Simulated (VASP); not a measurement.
Wanted: the native input for a VASP 6.6.1 run.

```
Task                   : single point
Functional             : LDA
Potentials or basis    : VASP PAW LDA potentials, release 64 (C, H)
Cutoff                 : 520 eV
k mesh                 : 6 × 4 × 1
Occupations            : gaussian, width 0.05 eV
Spin                   : no spin polarisation
Dipole correction      : yes
Further INCAR settings : LREAL = Auto; ALGO = Normal; EDIFF = 1e-06; NBANDS = 68
```

The structure of HC12 lies in POSCAR:

```
HC12
1.0
    4.8892663280      0.0000000000      0.0000000000
   -2.4446331640      6.7739291692      0.0000000000
    0.0000000000      0.0000000000     22.7684096771
C H
24 2
Direct
    0.4020794403      0.3041588806      0.1756820110
    0.4020794403      0.8041588805      0.1756820110
    0.9020794403      0.3041588806      0.1756820110
    0.9020794403      0.8041588805      0.1756820110
    0.1630408159      0.3260816317      0.2059829668
    0.1630408159      0.8260816317      0.2059829668
    0.6630408159      0.3260816317      0.2059829668
    0.6630408159      0.8260816317      0.2059829668
    0.1846395683      0.3692791367      0.2666259491
    0.1846395683      0.8692791367      0.2666259491
    0.6846395683      0.3692791367      0.2666259491
    0.6846395683      0.8692791367      0.2666259491
    0.4461625696      0.3923265051      0.2960492075
    0.4461625696      0.8923265051      0.2960492075
    0.9461625696      0.3923265051      0.2960492075
    0.9461625696      0.8923265051      0.2960492075
    0.4715644646      0.4431294558      0.3591099590
    0.4715644646      0.9431294558      0.3591099590
    0.9715644646      0.4431294558      0.3591099590
    0.9715644646      0.9431294558      0.3591099590
    0.2327030006      0.4654044969      0.3851129614
    0.2327030006      0.9654044969      0.3851129614
    0.7327030006      0.4654044969      0.3851129614
    0.7327030006      0.9654044969      0.3851129614
    0.2327030006      0.8370293867      0.4470408703
    0.2327030006      1.0937796070      0.4470408703
```

The input as run:

INCAR

```
SYSTEM = HC12
PREC = Accurate
ENCUT = 520
EDIFF = 1E-6
ISMEAR = 0
SIGMA = 0.05
LREAL = Auto
LASPH = .True.
NELM = 100
ALGO = Normal
ISIF = 2
LWAVE = .False.
LCHARG = .False.
LDIPOL = .True.
IDIPOL = 3
DIPOL = 0.5 0.5 0.294
GGA = CA
NBANDS = 68
```

KPOINTS

```
Automatic mesh
0
Gamma
  6 4 1
  0 0 0
```

Potentials or basis: VASP PAW LDA potentials, release 64 (C, H).

The run is started by

```bash
$ cat potpaw_LDA.64/C/POTCAR potpaw_LDA.64/H/POTCAR > POTCAR
$ mpirun -np 1 vasp_std > vasp.out
```

Results of the run:

```yaml
Largest_force: 7.169 eV/Å
Band_gap_on_the_k_mesh: zero (filled and empty bands touch)
```

Wall time 42 min on 1 thread of Intel(R) Xeon(R) Platinum 8488C (Sapphire Rapids), with other jobs on the host, peak memory 0.8 GiB.
